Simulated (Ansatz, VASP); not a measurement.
# GaAs: VASP beside Ansatz

```xyz
2
Lattice="2.7521 2.7521 0.0000 -2.7521 2.7521 0.0000 0.0000 2.7521 2.7521" Properties=species:S:1:pos:R:3 pbc="T T T"
Ga    0.0000    0.0000    0.0000
As    1.3760    4.1281    1.3760
```

Alike in both runs: task single point; functional PBEsol; k mesh 8 × 8 × 8; occupations fermi-dirac, width 0.01 eV; non-collinear spin, spin-orbit coupling.

|  | VASP | Ansatz |
| --- | --- | --- |
| version | VASP 6.6.1 | Ansatz 0.2.0 |
| potentials or method | VASP PAW PBE potentials, release 64 (Ga_d, As), cutoff 520 eV | all-electron LAPW |

VASP gave:

| Quantity | Value |
| --- | --- |
| pressure (GPa) | 7.2 |
| net moment per atom (μB) | 0.00 |

Which values does Ansatz return?

Pressure (GPa): 7.0; net moment per atom (μB): 0.00.

VASP's potentials were made for PBE, not for PBEsol. Ansatz ran all-electron here, and VASP with PAW potentials.
